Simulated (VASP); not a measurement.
Input of a VASP 6.6.1 run:

The input INCAR:

```
SYSTEM = GaP
PREC = Accurate ; ENCUT = 520
EDIFF = 1E-7 ; ISMEAR = 0
SIGMA = 0.1 ; LREAL = .False.
LASPH = .True. ; NELM = 60
ALGO = Normal ; ISIF = 2
LWAVE = .False. ; LCHARG = .False.
GGA = CA ; NBANDS = 26
```

KPOINTS

```
regular mesh
0
Gamma
  6 6 6
  0 0 0
```

POSCAR

```
GaP
1.0
    1.9430151755      1.1218003346      6.4308101003
   -1.9430151755      1.1218003346      6.4308101003
    0.0000000000     -2.2436006692      6.4308101003
Ga P
2 2
Direct
    0.4353720000      0.4353720000      0.4353720000
    0.5646280000      0.5646280000      0.5646280000
    0.0573890000      0.0573890000      0.0573890000
    0.9426110000      0.9426110000      0.9426110000
```

Potentials or basis: VASP PAW LDA potentials, release 64 (Ga_d, P).

Launch:

```console
$ cat potpaw_LDA.64/Ga_d/POTCAR potpaw_LDA.64/P/POTCAR > POTCAR
$ mpirun -np 1 vasp_std > vasp.out
```

(1) Estimate the largest force.

(2) Estimate the band gap on the k mesh.

(3) Predict the pressure.

Answers

(1) 0.094 eV/Å.

(2) 0.72 eV (least direct gap 0.97 eV).

(3) -4.7 GPa.

Caveat: the cell stands under tension.
